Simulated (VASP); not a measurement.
Input of a VASP 6.6.1 run:

File INCAR:

```
PREC = Accurate ; ENCUT = 520
EDIFF = 1E-7 ; ISMEAR = 0
SIGMA = 0.02 ; LREAL = F
LASPH = T ; NELM = 80
ALGO = Normal ; ISIF = 2
LWAVE = F ; LCHARG = F
GGA = PS ; NBANDS = 55
```

File KPOINTS:

```
regular mesh
0
Gamma
  6 6 6
```

Contents of POSCAR:

```
In2O3
1.0
    2.7562376500      1.5913145492      4.8456486708
   -2.7562376500      1.5913145492      4.8456486708
    0.0000000000     -3.1826290983      4.8456486708
In O
4 6
Direct
    0.3574484470      0.3574484470      0.3574484470
    0.1425515530      0.1425515530      0.1425515530
    0.6425515530      0.6425515530      0.6425515530
    0.8574484470      0.8574484470      0.8574484470
    0.5458856559      0.9541143441      0.2500000000
    0.2500000000      0.5458856559      0.9541143441
    0.9541143441      0.2500000000      0.5458856559
    0.4541143441      0.0458856559      0.7500000000
    0.7500000000      0.4541143441      0.0458856559
    0.0458856559      0.7500000000      0.4541143441
```

Potentials or basis: VASP PAW PBE potentials, release 64 (In_d, O).

Run with:

```sh
$ cat potpaw_PBE.64/In_d/POTCAR potpaw_PBE.64/O/POTCAR > POTCAR
$ mpirun -np 1 vasp_std > vasp.out
```

Problem. Predict the largest force.

Solution. 0.007 eV/Å.

Problem. What does it give for the band gap on the k mesh?

Solution. 1.11 eV, indirect (least direct gap 1.16 eV).

Problem. Predict the pressure.

Solution. 0.5 GPa.

Forces in eV/Å, atoms in the order of the input:
```
In   0.000  0.000 -0.003
In   0.000  0.000  0.003
In   0.000  0.000  0.003
In   0.000  0.000 -0.003
O   -0.007  0.000  0.000
O    0.004 -0.006  0.000
O    0.004  0.006  0.000
O    0.007  0.000  0.000
O   -0.004  0.006  0.000
O   -0.004 -0.006  0.000
```

Caveat: the PAW data sets were made with another functional, which shifts forces and pressure a little; spin-orbit coupling is left out, which moves the levels of the heavy elements. A k mesh can miss the band edges.
